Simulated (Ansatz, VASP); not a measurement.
## Two plane-wave programs on HfC

```
CELL_PARAMETERS angstrom
0.00000 2.32500 2.32500
2.32500 0.00000 2.32500
2.32500 2.32500 0.00000
ATOMIC_POSITIONS crystal
Hf 0.50000 0.50000 0.50000
C 0.00000 0.00000 0.00000
```

Alike in both runs: task single point; functional PBE; k mesh 12 × 12 × 12; no spin polarisation.

|  | VASP | Ansatz |
| --- | --- | --- |
| version | VASP 6.6.1 | Ansatz 0.2.0 |
| potentials or method | VASP PAW PBE potentials, release 64 (Hf_pv, C) | plane waves, PAW |
| plane-wave cutoff (eV) | 600 | 420 |
| occupations | methfessel-paxton of order 1, width 0.1 eV | cold, width 0.1 eV |
| valence electrons in the cell | 14 | 30 |

Ansatz gave:

```
pressure (GPa) : 0.2
```

Task: Which values does VASP return?

Result: Pressure (GPa): -0.5.

VASP's potentials hold 14 valence electrons a cell and Ansatz's 30, so a difference there can come from the potentials and not from the codes.

Neither program's run includes spin-orbit coupling.
